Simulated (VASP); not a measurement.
# P in VASP: further runs, part 2 of 2

VASP 6.6.1. The steps go on from the part before.

## 3. Single point, PBE+D3(BJ)

This run uses another cell than the first one, of 109.85 Å³/atom, 0.820 times its volume.

Contents of INCAR:

```
SYSTEM = P
PREC     = Accurate       ! precision mode
ENCUT    = 520            ! plane-wave cutoff, eV
EDIFF    = 1E-6           ! SCF threshold, eV
ISMEAR   = 0              ! smearing method
SIGMA    = 0.02           ! smearing width, eV
LREAL    = .False.        ! projectors in reciprocal space
LASPH    = .True.         ! aspherical terms in the spheres
NELM     = 100            ! most SCF steps
ALGO     = Normal         ! electronic algorithm
ISIF     = 2              ! what is computed and relaxed
LWAVE    = .False.        ! write WAVECAR
LCHARG   = .False.        ! write CHGCAR
LDIPOL   = .True.       
IDIPOL   = 3            
DIPOL    = 0.5 0.5 0.500
GGA      = PE             ! functional
IVDW     = 12             ! dispersion correction
NBANDS   = 12             ! bands
```

Contents of KPOINTS:

```
Automatic mesh
0
Gamma
  9 9 1
  0 0 0
```

Contents of POSCAR:

```
P
1.0
    3.0100000000      0.0000000000      0.0000000000
   -1.5050000000      2.6067364654      0.0000000000
    0.0000000000      0.0000000000     28.0000000000
P
2
Direct
    0.3333333333      0.6666666667      0.5000000000
    0.6666666667      0.3333333333      0.5000000000
```

Potentials or basis: VASP PAW PBE potentials, release 64 (P).

Command:

```sh
> cat potpaw_PBE.64/P/POTCAR > POTCAR
> mpirun -np 1 vasp_std > vasp.out
```

OUTCAR:

```text
SYSTEM = P
   PREC = Accurate
   ENCUT = 520
   EDIFF = 1E-6
   ISMEAR = 0
   LREAL = .False.
   LASPH = .True.
   NELM = 100
   ISIF = 2
   GGA = PE
   IVDW = 12
 IVDW          = 12

 ion  position               nearest neighbor table
   1  0.333  0.667  0.500-   2 1.74   2 1.74   2 1.74
   2  0.667  0.333  0.500-   1 1.74   1 1.74   1 1.74

  LATTYP: Found a hexagonal cell.
 ALAT       =     3.0100000000
 C/A-ratio  =     9.3023255814

  Lattice vectors:

 A1 = (   3.0100000000,   0.0000000000,   0.0000000000)
 A2 = (  -1.5050000000,   2.6067364654,   0.0000000000)
 A3 = (   0.0000000000,   0.0000000000,  28.0000000000)

Analysis of symmetry for initial positions (statically):
=====================================================================
 Subroutine PRICEL returns:
 Original cell was already a primitive cell.

 Routine SETGRP: Setting up the symmetry group for a
 hexagonal supercell.

 Subroutine GETGRP returns: Found 24 space group operations
 (whereof 24 operations were pure point group operations)
 out of a pool of 24 trial point group operations.

The static configuration has the point symmetry D_6h.

Analysis of symmetry for dynamics (positions and initial velocities):
=====================================================================
 Subroutine PRICEL returns:
 Original cell was already a primitive cell.

 Routine SETGRP: Setting up the symmetry group for a
 hexagonal supercell.

 Subroutine GETGRP returns: Found 24 space group operations
 (whereof 24 operations were pure point group operations)
 out of a pool of 24 trial point group operations.

The dynamic configuration has the point symmetry D_6h.

 Subroutine INISYM returns: Found 24 space group operations
 (whereof 24 operations are pure point group operations),
 and found     1 'primitive' translations

----------------------------------------------------------------------------------------

                                     Primitive cell
[... 115 lines left out ...]
   NGX = 11   NGY = 11   NGZ =105

 dipolmoment           0.000000      0.000000      0.000000 electrons x Angstroem

 number of electron      10.0000001 magnetization

 dipolmoment           0.000000      0.000000     -0.000000 electrons x Angstroem

 Free energy of the ion-electron system (eV)
  ---------------------------------------------------
  ext. energy  EPLUGINS =         0.00000000
  ---------------------------------------------------
  free energy    TOTEN  =        -2.43671916 eV

  energy without entropy =       -2.43616211  energy(sigma->0) =       -2.43644064

 E-fermi :  -1.2448     XC(G=0):  -1.7181

 val. band max:       -1.5996427447   @ k =   0.3333   0.1111   0.0000
 cond. band min:      -1.2306092067   @ k =   0.1111   0.0000   0.0000
 fundamental gap:      0.3690335381
 Fermi energy:        -1.2447569651

 k-point     1 :       0.0000    0.0000    0.0000
  band No.  band energies     occupation
      1     -21.3767      2.00000
      2      -9.8955      2.00000
      3      -6.9940      2.00000
      4      -6.9940      2.00000
      5      -0.9903      0.00000
      6      -0.9903      0.00000
      7      -0.5522      0.00000
      8       1.3960      0.00000
      9       1.6912      0.00000
     10       2.0910      0.00000
     11       2.1915      0.00000
     12       3.1278      0.00000
[... 151 lines left out ...]
 k-point    12 :       0.3333    0.3333    0.0000
  band No.  band energies     occupation
      1     -15.8375      2.00000
      2     -15.8375      2.00000
      3     -12.6539      2.00000
      4      -4.5644      2.00000
      5      -4.5644      2.00000
      6       0.5119      0.00000
      7       2.1683      0.00000
      8       4.8758      0.00000
      9       4.8758      0.00000
     10       7.6961      0.00000
     11       7.6961      0.00000
     12       7.8143      0.00000

------------------------ aborting loop because EDIFF is reached ----------------------------------------

 vacuum level on the upper side and lower side of the slab       (xc-potential included)        -0.008        -0.008

 Edisp (eV)   -0.52352

 E8    (eV) :    -0.2130

  FORCE on cell =-STRESS in cart. coord.  units (eV):
  Direction    XX          YY          ZZ          XY          YZ          ZX
  --------------------------------------------------------------------------------------
  -------------------------------------------------------------------------------------
  Total      38.08426    38.08426    -0.01388     0.00000     0.00000     0.00000
  in kB     277.73743   277.73743    -0.10125     0.00000     0.00000     0.00000
  external pressure =      185.12 kB  Pullay stress =        0.00 kB

 VOLUME and BASIS-vectors are now :
 -----------------------------------------------------------------------------
  energy-cutoff  :      520.00
  volume of cell :      219.70
      direct lattice vectors                 reciprocal lattice vectors
     3.010000000  0.000000000  0.000000000     0.332225914  0.191810721  0.000000000
    -1.505000000  2.606736465  0.000000000     0.000000000  0.383621441  0.000000000
     0.000000000  0.000000000 28.000000000     0.000000000  0.000000000  0.035714286

 POSITION                                       TOTAL-FORCE (eV/Angst)
 -----------------------------------------------------------------------------------
     -0.00000      1.73782     14.00000        -0.000000      0.000000      0.000000
      1.50500      0.86891     14.00000         0.000000     -0.000000      0.000000
 -----------------------------------------------------------------------------------
    total drift:                               -0.000000      0.000000      0.000000

  FREE ENERGIE OF THE ION-ELECTRON SYSTEM (eV)
  ---------------------------------------------------
  free  energy   TOTEN  =        -2.9602346908 eV

  energy  without entropy=       -2.9596776407  energy(sigma->0) =       -2.95995617

 vacuum level on the upper side and lower side of the slab         1.677         1.677
```

OSZICAR:

```text
N       E                     dE             d eps       ncg     rms          rms(c)
DAV:   1     0.961899254571E+02    0.96190E+02   -0.32249E+03   288   0.556E+02
DAV:   2     0.524680503828E+01   -0.90943E+02   -0.79777E+02   444   0.112E+02
DAV:   3    -0.367604292592E+01   -0.89228E+01   -0.87985E+01   436   0.475E+01
[... 19 lines left out ...]
DAV:  23    -0.243670823498E+01   -0.15284E-04   -0.43710E-07   360   0.333E-03    0.679E-03
DAV:  24    -0.243671478211E+01   -0.65471E-05   -0.26437E-07   356   0.225E-03    0.116E-03
DAV:  25    -0.243671748770E+01   -0.27056E-05   -0.30281E-08   312   0.914E-04    0.148E-03
DAV:  26    -0.243671875980E+01   -0.12721E-05   -0.17456E-08   296   0.538E-04    0.524E-04
DAV:  27    -0.243671916253E+01   -0.40273E-06   -0.31745E-09   348   0.236E-04
   1 F= -.29602347E+01 E0= -.29599562E+01  d E =-.557050E-03
```

stdout:

```text
POSCAR found type information on POSCAR P
 POSCAR found :  1 types and       2 ions
 scaLAPACK will be used
 LDA part: xc-table for (Slater+PW92), standard interpolation
 POSCAR, INCAR and KPOINTS ok, starting setup
 FFT: planning ... GRIDC
 FFT: planning ... GRID_SOFT
 FFT: planning ... GRID
 WAVECAR not read
 entering main loop
```

Wall time 45 s (1 thread of Intel Xeon Platinum 8559C (Emerald Rapids), shared host); peak memory 0.33 GiB.

Results:

```
Free energy                : -2.9602 eV
Band gap on the k mesh     : zero (band 5 reaches -0.99 eV, above the bottom of band 6 at -2.98 eV)
Dispersion energy per atom : -0.262 eV
```

## 4. Single point, PBE+D3(BJ)

This run uses another cell than the first one, of 114.49 Å³/atom, 0.855 times its volume.

Contents of INCAR:

```
ALGO     = Normal         # electronic algorithm
DIPOL    = 0.5 0.5 0.500
EDIFF    = 1E-7           # SCF threshold, eV
ENCUT    = 520            # plane-wave cutoff, eV
GGA      = PE             # functional
IDIPOL   = 3            
ISIF     = 2              # what is computed and relaxed
ISMEAR   = 0              # smearing method
IVDW     = 12             # dispersion correction
LASPH    = T              # aspherical terms in the spheres
LCHARG   = F              # write CHGCAR
LDIPOL   = T            
LREAL    = F              # projectors in reciprocal space
LWAVE    = F              # write WAVECAR
NBANDS   = 12             # bands
NELM     = 60             # most SCF steps
PREC     = Accurate       # precision mode
SIGMA    = 0.02           # smearing width, eV
```

Contents of KPOINTS:

```
k-points
0
Gamma
  9 9 1
```

Contents of POSCAR:

```
P
1.0
    3.0730000000      0.0000000000      0.0000000000
   -1.5365000000      2.6612960658      0.0000000000
    0.0000000000      0.0000000000     28.0000000000
P
2
Direct
    0.3333333333      0.6666666667      0.5000000000
    0.6666666667      0.3333333333      0.5000000000
```

Potentials or basis: VASP PAW PBE potentials, release 64 (P).

Command:

```sh
> cat potpaw_PBE.64/P/POTCAR > POTCAR
> mpirun -np 1 vasp_std > vasp.out
```

OUTCAR:

```text
EDIFF = 1E-7
   ENCUT = 520
   GGA = PE
   ISIF = 2
   ISMEAR = 0
   IVDW = 12
   LASPH = T
   LREAL = F
   NELM = 60
   PREC = Accurate
 IVDW          = 12

 ion  position               nearest neighbor table
   1  0.333  0.667  0.500-   2 1.77   2 1.77   2 1.77
   2  0.667  0.333  0.500-   1 1.77   1 1.77   1 1.77

  LATTYP: Found a hexagonal cell.
 ALAT       =     3.0730000000
 C/A-ratio  =     9.1116173121

  Lattice vectors:

 A1 = (   3.0730000000,   0.0000000000,   0.0000000000)
 A2 = (  -1.5365000000,   2.6612960658,   0.0000000000)
 A3 = (   0.0000000000,   0.0000000000,  28.0000000000)

Analysis of symmetry for initial positions (statically):
=====================================================================
 Subroutine PRICEL returns:
 Original cell was already a primitive cell.

 Routine SETGRP: Setting up the symmetry group for a
 hexagonal supercell.

 Subroutine GETGRP returns: Found 24 space group operations
 (whereof 24 operations were pure point group operations)
 out of a pool of 24 trial point group operations.

[... 172 lines left out ...]
      8       1.3639      0.00000
      9       1.6684      0.00000
     10       2.0255      0.00000
     11       2.0729      0.00000
     12       2.1621      0.00000
[... 151 lines left out ...]
 k-point    12 :       0.3333    0.3333    0.0000
  band No.  band energies     occupation
      1     -15.8767      2.00000
      2     -15.8767      2.00000
      3     -12.5158      2.00000
      4      -4.6593      2.00000
      5      -4.6593      2.00000
      6       0.5209      0.00000
      7       1.9229      0.00000
      8       4.4415      0.00000
      9       4.4415      0.00000
     10       7.1340      0.00000
     11       7.1340      0.00000
     12       7.5304      0.00000

------------------------ aborting loop because EDIFF is reached ----------------------------------------

 vacuum level on the upper side and lower side of the slab       (xc-potential included)        -0.013        -0.013

 Edisp (eV)   -0.50190

 E8    (eV) :    -0.2045

  FORCE on cell =-STRESS in cart. coord.  units (eV):
  Direction    XX          YY          ZZ          XY          YZ          ZX
  --------------------------------------------------------------------------------------
  -------------------------------------------------------------------------------------
  Total      31.84802    31.84802    -0.01323     0.00000    -0.00000     0.00000
  in kB     222.83287   222.83287    -0.09257     0.00000    -0.00000     0.00000
  external pressure =      148.52 kB  Pullay stress =        0.00 kB

 VOLUME and BASIS-vectors are now :
 -----------------------------------------------------------------------------
  energy-cutoff  :      520.00
  volume of cell :      228.99
      direct lattice vectors                 reciprocal lattice vectors
     3.073000000  0.000000000  0.000000000     0.325414904  0.187878382  0.000000000
    -1.536500000  2.661296066  0.000000000     0.000000000  0.375756765  0.000000000
     0.000000000  0.000000000 28.000000000     0.000000000  0.000000000  0.035714286

 POSITION                                       TOTAL-FORCE (eV/Angst)
 -----------------------------------------------------------------------------------
     -0.00000      1.77420     14.00000        -0.000000      0.000000      0.000000
      1.53650      0.88710     14.00000         0.000000      0.000000      0.000000
 -----------------------------------------------------------------------------------
    total drift:                               -0.000000      0.000000      0.000000

  FREE ENERGIE OF THE ION-ELECTRON SYSTEM (eV)
  ---------------------------------------------------
  free  energy   TOTEN  =        -4.4070597001 eV

  energy  without entropy=       -4.4064034648  energy(sigma->0) =       -4.40673158

 vacuum level on the upper side and lower side of the slab         1.628         1.628
```

stdout:

```text
POSCAR found type information on POSCAR P
 POSCAR found :  1 types and       2 ions
 scaLAPACK will be used
 LDA part: xc-table for (Slater+PW92), standard interpolation
 POSCAR, INCAR and KPOINTS ok, starting setup
 FFT: planning ... GRIDC
 FFT: planning ... GRID_SOFT
 FFT: planning ... GRID
 WAVECAR not read
 entering main loop
```

Run time: 40 s. Hardware: 1 thread of Intel Xeon Platinum 8559C (Emerald Rapids), shared host; peak memory 0.33 GiB.

What came out:

```
Free energy                : -4.4071 eV
Band gap on the k mesh     : zero (band 5 reaches -1.21 eV, above the bottom of band 6 at -3.21 eV)
Dispersion energy per atom : -0.251 eV
```

## 5. Overview

```tsv
cell	gap on the mesh (eV)
a = 3.324, b = 3.324, c = 28.000 Å, angles 90.0, 90.0, 120.0°, 2 atoms	none
a = 3.010, b = 3.010, c = 28.000 Å, angles 90.0, 90.0, 120.0°, 2 atoms	none
a = 3.073, b = 3.073, c = 28.000 Å, angles 90.0, 90.0, 120.0°, 2 atoms	none
```

Alike in all rows: task single point; level PBE+D3(BJ); potentials or basis VASP PAW PBE potentials, release 64 (P); no spin polarisation; k mesh 9 × 9 × 1; cutoff (eV) 520; smearing gaussian 0.02 eV.

Absolute energies hang on the potentials; compare differences alone.
